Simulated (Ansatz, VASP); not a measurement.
AlN in VASP and in Ansatz

```xyz
4
Lattice="3.1108 0.0000 0.0000 -1.5554 2.6940 0.0000 0.0000 0.0000 4.9788" Properties=species:S:1:pos:R:3 pbc="T T T"
Al    0.0000    1.7960    0.0078
Al    1.5554    0.8980    2.4972
N     0.0000    1.7960    1.9090
N     1.5554    0.8980    4.3984
```

Alike in both runs: task single point; functional PBE; k mesh 8 × 8 × 6; occupations gaussian, width 0.05 eV; collinear spin.

|  | VASP | Ansatz |
| --- | --- | --- |
| version | VASP 6.6.1 | Ansatz 0.2.0 |
| potentials or method | VASP PAW PBE potentials, release 64 (Al, N), cutoff 600 eV | scalar-relativistic, plane waves, PAW |
| valence electrons in the cell | 16 | 16 |

|  | VASP | Ansatz | Ansatz less VASP |
| --- | --- | --- | --- |
| pressure (GPa) | 3.7 | 4.1 | +0.41 |
| traceless stress, the component that is largest in VASP (GPa) | 0.14 | 0.10 | -0.044 |
| rms of the force components (eV/Å) | 0.004 | 0.004 | +0.0003 |
| net moment per atom (μB) | 0.00 | 0.00 | 0.000 |

Atom by atom the forces differ by 0.000 eV/Å (rms over components). With one functional, cell and mesh, what is left measures potentials, basis and numerics. Ansatz's warnings: no starting moments.
